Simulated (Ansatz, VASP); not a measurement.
# C in VASP and in Ansatz

```
C
1.0
     2.45801    0.00000    0.00000
    -1.22900    2.12870    0.00000
     0.00000    0.00000    6.34975
C
4
Direct
  0.00000 0.00000 0.00250
  0.00000 0.00000 0.50250
  0.33333 0.66667 0.00250
  0.66667 0.33333 0.50250
```

Change from the starting cell: engineering shear strain xy +0.0000, normal strain along z -0.0350.

Alike in both runs: task single point; functional PBEsol; dispersion D3(BJ); k mesh 18 × 18 × 6; occupations gaussian, width 0.15 eV; no spin polarisation.

|  | VASP | Ansatz |
| --- | --- | --- |
| version | VASP 6.6.1 | Ansatz 0.2.0 |
| potentials or method | VASP PAW PBE potentials, release 64 (C), cutoff 520 eV | scalar-relativistic, plane waves, PAW |
| valence electrons in the cell | 16 | 16 |

```tsv
	VASP	Ansatz	Ansatz less VASP
gap on the k mesh at the Fermi level (eV)	none	none	-
pressure (GPa)	1.3	0.5	-0.77
traceless stress, the component that is largest in VASP (GPa)	0.20	1.07	+0.866
```

VASP's potentials were made for PBE, not for PBEsol, and Ansatz warns of the same on its side. A gap of «none» marks a metal or a gap that the smearing closes.
